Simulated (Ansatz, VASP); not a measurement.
# One calculation of BaS, two programs

Contents of INCAR:

```
SYSTEM = BaS
PREC = Accurate ; ENCUT = 500
EDIFF = 1E-6 ; ISMEAR = -1
SIGMA = 0.1 ; LREAL = .False.
LASPH = .True. ; NELM = 120
ALGO = Normal ; ISIF = 2
LWAVE = .False. ; LCHARG = .False.
GGA = PE ; NBANDS = 15
GGA_COMPAT = .False.
```

The input KPOINTS:

```
regular mesh
0
Gamma
  3 3 3
  0 0 0
```

POSCAR

```
BaS
1.0
    0.0000000000      3.1937500000      3.1937500000
    3.1937500000      0.0000000000      3.1937500000
    3.1937500000      3.1937500000      0.0000000000
Ba S
1 1
Direct
    0.0101425506     -0.0105884057     -0.0149260316
    0.5185986323      0.4770699518      0.4758170201
```

Input for Ansatz:

```yaml
crystal:
  lattice:
    - [0.0, 3.19375, 3.19375]
    - [3.19375, 0.0, 3.19375]
    - [3.19375, 3.19375, 0.0]
  atoms:
    - { symbol: Ba, position: [0.010142550608706936, -0.010588405708771675, -0.014926031613800244] }
    - { symbol: S, position: [0.5185986323499425, 0.4770699518174708, 0.4758170201434585] }
basis:
  ecutwfc: 630.0
kpoints:
  mp_grid:
    grid: [3, 3, 3]
hamiltonian:
  xc: pbe
  pseudopotentials:
    kind: paw
scf:
  occupations:
    method: fermi_dirac
output:
  forces: true
```

Alike in both runs: task single point; functional PBE; k mesh 3 × 3 × 3; no spin polarisation.

|  | VASP | Ansatz |
| --- | --- | --- |
| version | VASP 6.6.1 | Ansatz 0.2.0 |
| potentials or method | VASP PAW PBE potentials, release 64 (Ba_sv, S), cutoff 500 eV | plane waves, PAW |
| occupations | fermi-dirac, width 0.1 eV | fermi-dirac |
| valence electrons in the cell | 16 | 16 |

```csv
,VASP,Ansatz,Ansatz less VASP
rms of the force components (eV/Å),0.070,0.065,-0.0049
```

Atom by atom the forces differ by 0.005 eV/Å (rms over components).

The k mesh is coarse, so the values compare programs but aren't converged. Spin-orbit coupling is off throughout.
